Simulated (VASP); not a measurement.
# Au2S3 (I4mm) in VASP: single point with PBE

Aim: the single point of Au2S3 with PBE.

All numbers are computed with VASP 6.6.1; they aren't measurements. Logs are shortened: lines on timing, memory, paths and dates and some standing lists are left out, and cuts for length are marked.

## Step 1: The cell of the first run

The structure is tetragonal, space group I4mm (No. 107). The conventional cell has a = 4.969 Å, b = 4.969 Å, c = 9.354 Å, α = 90.00°, β = 90.00°, γ = 90.00°. Within 3.1 Å of S (site symmetry 2mm) lie 2 Au at 2.33 to 2.34 Å. Within 3.3 Å of S (site symmetry 4mm) lie 4 Au at 2.49 Å and 4 S at 3.28 Å. Au (site symmetry 2mm) has 4 S at 2.33 to 2.49 Å within 3.1 Å.

The cell was built from a structure type or drawn by symmetry, and may not be a known phase.

## Step 2: Single point, PBE

INCAR reads:

```
SYSTEM = Au2S3
PREC = Accurate
ENCUT = 500
EDIFF = 1E-6
ISMEAR = 0
SIGMA = 0.15
LREAL = .FALSE.
LASPH = .TRUE.
NELM = 120
ALGO = Normal
ISIF = 2
LWAVE = .FALSE.
LCHARG = .TRUE.
GGA = PE
LELF = .TRUE.
LVHAR = .TRUE.
NBANDS = 28
GGA_COMPAT = .FALSE.
```

KPOINTS reads:

```
regular mesh
0
G
  3 3 3
  0 0 0
```

POSCAR reads:

```
Au2S3
1.0
   -2.4842516681      2.4842516681      4.6770614938
    2.4842516681     -2.4842516681      4.6770614938
    2.4842516681      2.4842516681     -4.6770614938
S Au
3 2
Direct
    0.6405861820      0.1405861820      0.5000000000
    0.1405861820      0.6405861820      0.5000000000
    0.3699983480      0.3699983480      0.0000000000
    0.8909697290      0.3909697290      0.5000000000
    0.3909697290      0.8909697290      0.5000000000
```

Potentials or basis: VASP PAW PBE potentials, release 64 (S, Au).

Started as:

```sh
$ cat potpaw_PBE.64/S/POTCAR potpaw_PBE.64/Au/POTCAR > POTCAR
$ mpirun -np 1 vasp_std > vasp.out
```

OUTCAR:

```text
SYSTEM = Au2S3
   PREC = Accurate
   ENCUT = 500
   EDIFF = 1E-6
   ISMEAR = 0
   LREAL = .FALSE.
   LASPH = .TRUE.
   NELM = 120
   ISIF = 2
   GGA = PE

 ion  position               nearest neighbor table
   1  0.641  0.141  0.500-   5 2.33   4 2.34
   2  0.141  0.641  0.500-   4 2.33   5 2.34
   3  0.370  0.370  0.000-   4 2.49   5 2.49   4 2.49   5 2.49
   4  0.891  0.391  0.500-   2 2.33   1 2.34   3 2.49   3 2.49   5 3.51   5 3.51   5 3.51   5 3.51

   5  0.391  0.891  0.500-   1 2.33   2 2.34   3 2.49   3 2.49   4 3.51   4 3.51   4 3.51   4 3.51

  LATTYP: Found a body centered tetragonal cell.
 ALAT       =     4.9685033362
 C/A-ratio  =     1.8826842521

  Lattice vectors:

 A1 = (  -2.4842516681,   2.4842516681,   4.6770614938)
 A2 = (   2.4842516681,  -2.4842516681,   4.6770614938)
 A3 = (   2.4842516681,   2.4842516681,  -4.6770614938)

Analysis of symmetry for initial positions (statically):
=====================================================================
 Subroutine PRICEL returns:
 Original cell was already a primitive cell.

 Routine SETGRP: Setting up the symmetry group for a
 body centered tetragonal supercell.

 Subroutine GETGRP returns: Found  8 space group operations
 (whereof  8 operations were pure point group operations)
 out of a pool of 16 trial point group operations.

The static configuration has the point symmetry C_4v.

Analysis of symmetry for dynamics (positions and initial velocities):
=====================================================================
 Subroutine PRICEL returns:
 Original cell was already a primitive cell.

 Routine SETGRP: Setting up the symmetry group for a
 body centered tetragonal supercell.

 Subroutine GETGRP returns: Found  8 space group operations
 (whereof  8 operations were pure point group operations)
 out of a pool of 16 trial point group operations.

The dynamic configuration has the point symmetry C_4v.

 Subroutine INISYM returns: Found  8 space group operations
 (whereof  8 operations are pure point group operations),
 and found     1 'primitive' translations

----------------------------------------------------------------------------------------

                                     Primitive cell

  volume of cell :     115.4581

  direct lattice vectors                    reciprocal lattice vectors
    -2.484251668  2.484251668  4.677061494     0.000000000  0.201267853  0.106904731
     2.484251668 -2.484251668  4.677061494     0.201267853  0.000000000  0.106904731
     2.484251668  2.484251668 -4.677061494     0.201267853  0.201267853  0.000000000

  length of vectors
     5.849608270  5.849608270  5.849608270     0.227897719  0.227897719  0.284635728

  position of ions in fractional coordinates (direct lattice)
     0.640586182  0.140586182  0.500000000
     0.140586182  0.640586182  0.500000000
     0.369998348  0.369998348  0.000000000
     0.890969729  0.390969729  0.500000000
     0.390969729  0.890969729  0.500000000

  ion indices of the primitive-cell ions
   primitive index   ion index
                 1           1
                 2           2
                 3           3
                 4           4
                 5           5

----------------------------------------------------------------------------------------

 KPOINTS: regular mesh

Automatic generation of k-mesh.
 Grid dimensions read from file:
 generate k-points for:    3    3    3

 Generating k-lattice:

  Cartesian coordinates                     Fractional coordinates (reciprocal lattice)
     0.000000000  0.067089284  0.035634910     0.333333333 -0.000000000  0.000000000
     0.067089284  0.000000000  0.035634910    -0.000000000  0.333333333  0.000000000
     0.067089284  0.067089284  0.000000000     0.000000000  0.000000000  0.333333333

  Length of vectors
     0.075965906  0.075965906  0.094878576

  Shift w.r.t. Gamma in fractional coordinates (k-lattice)
     0.000000000  0.000000000  0.000000000

 Subroutine IBZKPT returns following result:
 ===========================================

 Found      6 irreducible k-points:

 Following reciprocal coordinates:
            Coordinates               Weight
  0.000000  0.000000  0.000000      1.000000
  0.333333  0.000000 -0.000000      8.000000
  0.333333  0.333333  0.000000      8.000000
 -0.333333  0.333333  0.000000      4.000000
 -0.333333  0.333333  0.333333      4.000000
 -0.333333 -0.333333  0.333333      2.000000
   k-points           NKPTS =      6   k-points in BZ     NKDIM =      6   number of bands    NBANDS=     28
   number of dos      NEDOS =    301   number of ions     NIONS =      5
   total plane-waves  NPLWV = 110592
   dimension x,y,z NGX =    48 NGY =   48 NGZ =   48
   dimension x,y,z NGXF=    96 NGYF=   96 NGZF=   96
   ions per type =               3   2
   NGX,Y,Z   is equivalent  to a cutoff of  13.64, 13.64, 13.64 a.u.
   NGXF,Y,Z  is equivalent  to a cutoff of  27.28, 27.28, 27.28 a.u.
 SYSTEM =  Au2S3
   PREC   = accura    normal or accurate (medium, high low for compatibility)
   ISTART =      0    job   : 0-new  1-cont  2-samecut
   ICHARG =      2    charge: 1-file 2-atom 10-const
   ISPIN  =      1    spin polarized calculation?
   LNONCOLLINEAR =      F non collinear calculations
   LSORBIT =      F    spin-orbit coupling
   LASPH  =      T    aspherical Exc in radial PAW
   ENCUT  =  500.0 eV  36.75 Ry    6.06 a.u.  10.67 10.67 10.67*2*pi/ulx,y,z
   NELM   =    120;   NELMIN=  2; NELMDL= -5     # of ELM steps
   EDIFF  = 0.1E-05   stopping-criterion for ELM
   LREAL  =      F    real-space projection
   EDIFFG = 0.1E-04   stopping-criterion for IOM
   NSW    =      0    number of steps for IOM
   IBRION =     -1    ionic relax: 0-MD 1-quasi-New 2-CG
   NFREE  =      0    steps in history (QN), initial steepest desc. (CG)
   ISIF   =      2    stress and relaxation
   ISYM   =      2    0-nonsym 1-usesym 2-fastsym
   POTIM  = 0.5000    time-step for ionic-motion
   TEBEG  =    0.0;   TEEND  =   0.0 temperature during run
   PSTRESS=    0.0 pullay stress
   NELECT =      40.0000    total number of electrons
   NUPDOWN=      -1.0000    fix difference up-down
   EMIN   =  10.00;   EMAX   =-10.00  energy-range for DOS
   EFERMI =   0.00;   METHOD = LEGACY
   ISMEAR =     0;   SIGMA  =   0.15  broadening in eV -4-tet -1-fermi 0-gaus
   EFERMI_NEDOS =   21; number of points for ismear=-14 and -15
   IALGO  =     38    algorithm
   IMIX   =      4    mixing-type and parameters
     AMIX     =   0.40;   BMIX     =  1.00
     AMIX_MAG =   1.60;   BMIX_MAG =  1.00
  volume/ion in A,a.u.               =      23.09       155.83
  Fermi-wavevector in a.u.,A,eV,Ry     =   1.149794  2.172796 17.987262  1.322026
  Thomas-Fermi vector in A             =   2.286462
   LORBIT       =      0    0 simple, 1 ext, 2 COOP (PROOUT), +10 PAW based schemes
   GGA     = PE    functional components
   LHFCALC =     F    Hartree Fock is set to
   AEXX    =    0.0000 exact exchange contribution
   IVDW    =     0    specifies the selected vdW correction
   LEPSILON=     F    determine dielectric tensor
   LRPA    =     F    only Hartree local field effects (RPA)
 non-spin polarized calculation
 Gauss-broadening in eV      SIGMA  =   0.15
  energy-cutoff  :      500.00
  volume of cell :      115.46
 maximum number of plane-waves:      2937
 NGX is ok and might be reduce to    42
   NGX = 21   NGY = 21   NGZ = 21

 number of electron      40.0000002 magnetization

 Free energy of the ion-electron system (eV)
  ---------------------------------------------------
  ext. energy  EPLUGINS =         0.00000000
  ---------------------------------------------------
  free energy    TOTEN  =       -16.13090984 eV

  energy without entropy =      -16.10098919  energy(sigma->0) =      -16.11594951

 E-fermi :   3.8708     XC(G=0):  -9.5917

 val. band max:        3.8538810036   @ k =  -0.3333   0.3333   0.3333
 cond. band min:       3.9948943807   @ k =  -0.3333   0.3333   0.3333
 fundamental gap:      0.1410133772
 Fermi energy:         3.8708238231

 k-point     1 :       0.0000    0.0000    0.0000
  band No.  band energies     occupation
      1     -10.0115      2.00000
      2      -8.6500      2.00000
      3      -7.7809      2.00000
      4      -3.3370      2.00000
      5      -1.5325      2.00000
      6      -1.5325      2.00000
[... 20 lines left out ...]
     27      11.0249      0.00000
     28      11.7869      0.00000

 k-point     2 :       0.3333    0.0000   -0.0000
  band No.  band energies     occupation
      1      -9.5696      2.00000
      2      -8.5912      2.00000
      3      -8.2211      2.00000
      4      -2.7671      2.00000
      5      -2.4153      2.00000
      6      -1.6321      2.00000
[... 20 lines left out ...]
     27      11.5679      0.00000
     28      12.5632      0.00000

 k-point     3 :       0.3333    0.3333    0.0000
  band No.  band energies     occupation
      1      -9.0264      2.00000
      2      -8.7287      2.00000
      3      -8.4053      2.00000
      4      -2.9041      2.00000
      5      -2.6695      2.00000
      6      -2.5726      2.00000
[... 20 lines left out ...]
     27      12.1962      0.00000
     28      12.5850      0.00000

 k-point     4 :      -0.3333    0.3333    0.0000
  band No.  band energies     occupation
      1      -9.3655      2.00000
      2      -8.5867      2.00000
      3      -8.0737      2.00000
      4      -3.5020      2.00000
      5      -2.6398      2.00000
      6      -2.5751      2.00000
[... 20 lines left out ...]
     27      12.2101      0.00000
     28      12.3652      0.00000

 k-point     5 :      -0.3333    0.3333    0.3333
  band No.  band energies     occupation
      1      -9.2881      2.00000
      2      -8.7519      2.00000
      3      -8.3730      2.00000
      4      -3.5445      2.00000
      5      -2.4572      2.00000
      6      -1.2775      2.00000
[... 20 lines left out ...]
     27      11.6146      0.00000
     28      12.1786      0.00000

 k-point     6 :      -0.3333   -0.3333    0.3333
  band No.  band energies     occupation
      1      -9.6396      2.00000
      2      -8.5973      2.00000
      3      -8.4566      2.00000
      4      -3.0192      2.00000
      5      -1.1966      2.00000
      6      -1.1966      2.00000
[... 20 lines left out ...]
     27      10.5106      0.00000
     28      11.4409      0.00000

------------------------ aborting loop because EDIFF is reached ----------------------------------------

  FORCE on cell =-STRESS in cart. coord.  units (eV):
  Direction    XX          YY          ZZ          XY          YZ          ZX
  --------------------------------------------------------------------------------------
  -------------------------------------------------------------------------------------
  Total       -0.1489088     -0.1489088     -0.0678269      0.0000000     -0.0000000      0.0000000
  in kB       -2.0663629     -2.0663629     -0.9412137      0.0000000     -0.0000000      0.0000000
  external PRESSURE =      -1.6913131 kB  Pullay stress =       0.0000000 kB

 VOLUME and BASIS-vectors are now :
 -----------------------------------------------------------------------------
  energy-cutoff  :      500.00
  volume of cell :      115.46
      direct lattice vectors                 reciprocal lattice vectors
    -2.484251668  2.484251668  4.677061494     0.000000000  0.201267853  0.106904731
     2.484251668 -2.484251668  4.677061494     0.201267853  0.000000000  0.106904731
     2.484251668  2.484251668 -4.677061494     0.201267853  0.201267853  0.000000000

 POSITION                                       TOTAL-FORCE (eV/Angst)
 -----------------------------------------------------------------------------------
      0.00000      2.48425      1.31506         0.000000      0.000000     -0.017601
      2.48425      0.00000      1.31506        -0.000000     -0.000000     -0.017601
      0.00000      0.00000      3.46101        -0.000000     -0.000000      0.022650
     -0.00000      2.48425      3.65718        -0.000000     -0.000000      0.006276
      2.48425     -0.00000      3.65718         0.000000      0.000000      0.006276
 -----------------------------------------------------------------------------------
    total drift:                               -0.000000     -0.000000      0.000052

  FREE ENERGIE OF THE ION-ELECTRON SYSTEM (eV)
  ---------------------------------------------------
  free  energy   TOTEN  =       -16.1309098430 eV

  energy  without entropy=      -16.1009891867  energy(sigma->0) =      -16.11594951
```

Wall time 30 s (1 thread of Intel Xeon Platinum 8488C (Sapphire Rapids), shared host); peak memory 0.31 GiB.

Results:

| Item | Value |
| --- | --- |
| Free energy | -16.1309 eV |
| Pressure | -0.2 GPa |
| Largest force | 0.023 eV/Å |
| Band gap on the k mesh | zero (bands 20 and 21 overlap by 0.64 eV) |

Forces on the atoms (eV/Å):
```
S    0.000  0.000 -0.018
S    0.000  0.000 -0.018
S    0.000  0.000  0.023
Au   0.000  0.000  0.006
Au   0.000  0.000  0.006
```

Levels at points of the mesh, in eV from the Fermi level:
```
           k point  band 17  band 18  band 19  band 20  band 21  band 22  band 23  band 24
(0.00, 0.00, 0.00)    -1.43    -0.89    -0.82    -0.82    -0.37    -0.37     0.55     5.99
```

Caveat: the k points lie up to 0.48 Å⁻¹ apart, too coarse for converged energies and pressures of a metal; spin-orbit coupling is left out, which moves the levels of the heavy elements.
